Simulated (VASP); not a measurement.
Here is a VASP 6.6.1 calculation.

POSCAR

```
K2TiF6
1.0
    5.8144489178      0.0000000000      0.0000000000
   -2.9072244589      5.0354604719      0.0000000000
    0.0000000000      0.0000000000      4.6924416400
K Ti F
2 1 6
Direct
    0.3333333333      0.6666666667      0.6972584400
    0.6666666667      0.3333333333      0.3027415600
    0.0000000000      0.0000000000      0.0000000000
    0.1548985085      0.8451014915      0.2230349395
    0.1548985085      0.3097970171      0.2230349395
    0.6902029829      0.8451014915      0.2230349395
    0.8451014915      0.1548985085      0.7769650605
    0.3097970171      0.1548985085      0.7769650605
    0.8451014915      0.6902029829      0.7769650605
```

Contents of INCAR.step1:

```
PREC = Accurate
ENCUT = 520
ISMEAR = -1
SIGMA = 0.02
LREAL = F
LASPH = T
NELM = 100
NBANDS = 46
GGA = PE
ALGO = Normal
EDIFF = 1E-4
LWAVE = T
LCHARG = F
```

INCAR.step2

```
PREC = Accurate
ENCUT = 520
EDIFF = 1E-6
ISMEAR = -1
SIGMA = 0.02
LREAL = F
LASPH = T
NELM = 100
ALGO = Normal
ISIF = 2
LWAVE = F
LCHARG = F
METAGGA = R2SCAN
LMIXTAU = T
NBANDS = 46
ISTART = 1
```

File KPOINTS:

```
Automatic mesh
0
Gamma
  6 6 6
```

Potentials or basis: VASP PAW PBE potentials, release 64 (K_sv, Ti_sv, F).

Command:

```console
$ cat potpaw_PBE.64/K_sv/POTCAR potpaw_PBE.64/Ti_sv/POTCAR potpaw_PBE.64/F/POTCAR > POTCAR
$ cp INCAR.step1 INCAR
$ mpirun -np 1 vasp_std > vasp.out
$ cp INCAR.step2 INCAR
$ mpirun -np 1 vasp_std > vasp.out
```

Q: Estimate the largest force.

A: 0.130 eV/Å.

Q: Predict the pressure.

A: -1.4 GPa.

Stress tensor (GPa, compression positive):
```
-1.46  0.00  0.00
 0.00 -1.46  0.00
 0.00  0.00 -1.26
```

Caveat: the PAW data sets were made with another functional, which shifts forces and pressure a little.
